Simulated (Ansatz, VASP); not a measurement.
**Cs: VASP beside Ansatz**

```
CELL_PARAMETERS angstrom
-2.86388 2.86388 2.86388
2.86388 -2.86388 2.86388
2.86388 2.86388 -2.86388
ATOMIC_POSITIONS crystal
Cs 0.00000 0.00000 0.00000
```

Alike in both runs: task single point; functional PBE; k mesh 12 × 12 × 12; occupations gaussian, width 0.05 eV; no spin polarisation.

```csv
,VASP,Ansatz
version,VASP 6.6.1,Ansatz 0.2.0
potentials or method,"VASP PAW PBE potentials, release 64 (Cs_sv), cutoff 520 eV","scalar-relativistic, plane waves, PAW"
valence electrons in the cell,9,9
```

```csv
,VASP,Ansatz,Ansatz less VASP
gap on the k mesh at the Fermi level (eV),none,none,-
pressure (GPa),0.6,0.6,+0.01
```

A gap of «none» marks a metal or a gap that the smearing closes.

Neither program's run includes spin-orbit coupling.
